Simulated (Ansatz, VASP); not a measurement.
## One calculation of Sn, two programs

File INCAR:

```
SYSTEM = Sn
ALGO = Normal
EDIFF = 1E-8
ENCUT = 520
GGA = CA
ISIF = 2
ISMEAR = -1
LASPH = .TRUE.
LCHARG = .FALSE.
LEFG = .TRUE.
LREAL = .FALSE.
LWAVE = .FALSE.
NBANDS = 21
NELM = 80
PREC = Accurate
SIGMA = 0.03
```

Contents of KPOINTS:

```
k-points
0
G
  9 9 9
  0 0 0
```

POSCAR

```
Sn
1.0
    0.0000000000      3.2883101610      3.2883101610
    3.2883101610      0.0000000000      3.2883101610
    3.2883101610      3.2883101610      0.0000000000
Sn
2
Direct
    0.5000000000      0.5000000000      0.5000000000
    0.7500000000      0.7500000000      0.7500000000
```

Input for Ansatz:

```yaml
crystal:
  lattice:
    - [0.0, 3.288310161, 3.288310161]
    - [3.288310161, 0.0, 3.288310161]
    - [3.288310161, 3.288310161, 0.0]
  atoms:
    - { symbol: Sn, position: [0.5, 0.5, 0.5] }
    - { symbol: Sn, position: [0.75, 0.75, 0.75] }
kpoints:
  mp_grid: { grid: [9, 9, 9] }
scf:
  occupations: { method: fermi_dirac, width: 0.03 }
hamiltonian:
  xc: lda
  pseudopotentials: { kind: paw }
output:
  forces: true
  stress: true
  eigenvalues: true
  efg: { contact_densities: true }
```

Change from the starting cell: volume scaled by 1.04, PAW files.

Alike in both runs: task electric field gradients; functional LDA; k mesh 9 × 9 × 9; occupations fermi-dirac, width 0.03 eV; no spin polarisation.

```csv
,VASP,Ansatz
version,VASP 6.6.1,Ansatz 0.2.0
potentials or method,"VASP PAW LDA potentials, release 64 (Sn_d)","PAW with Ansatz's default frozen-core files, scalar-relativistic"
plane-wave cutoff (eV),520,420
valence electrons in the cell,28,28
```

```csv
,VASP,Ansatz,Ansatz less VASP
pressure (GPa),-1.9,-1.9,+0.02
```

LDA's correlation is that of Perdew and Zunger in VASP and of Perdew and Wang (1992) in Ansatz.
